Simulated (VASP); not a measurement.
Input of a VASP 6.6.1 run:

INCAR

```
SYSTEM = Rb2AlH4
  PREC = Accurate
  ENCUT = 520
  EDIFF = 1E-6
  ISMEAR = 0
  SIGMA = 0.1
  LREAL = .FALSE.
  LASPH = .TRUE.
  NELM = 60
  ALGO = Normal
  ISIF = 2
  LWAVE = .FALSE.
  LCHARG = .FALSE.
  GGA = PE
  NBANDS = 22
```

Contents of KPOINTS:

```
regular mesh
0
G
  6 6 6
  0 0 0
```

The input POSCAR:

```
Rb2AlH4
1.0
   -1.9394271000      1.9394271000      9.4778614000
    1.9394271000     -1.9394271000      9.4778614000
    1.9394271000      1.9394271000     -9.4778614000
Rb Al H
2 1 4
Direct
    0.3672670000      0.3672670000      0.0000000000
    0.6327330000      0.6327330000      0.0000000000
    0.0000000000      0.0000000000      0.0000000000
    0.0000000000      0.5000000000      0.5000000000
    0.0878640000      0.0878640000      0.0000000000
    0.5000000000      0.0000000000      0.5000000000
    0.9121360000      0.9121360000      0.0000000000
```

Potentials or basis: VASP PAW PBE potentials, release 64 (Rb_sv, Al, H).

The run is started by

```bash
$ cat potpaw_PBE.64/Rb_sv/POTCAR potpaw_PBE.64/Al/POTCAR potpaw_PBE.64/H/POTCAR > POTCAR
$ mpirun -np 1 vasp_std > vasp.out
```

Problem. What does it give for the pressure?

Solution. 0.0 GPa.

Problem. What does it give for the largest force?

Solution. 0.019 eV/Å.

Stress tensor (GPa, compression positive):
```
 0.00  0.00  0.00
 0.00  0.00  0.00
 0.00  0.00 -0.09
```

Caveat: the k points lie up to 0.38 Å⁻¹ apart.
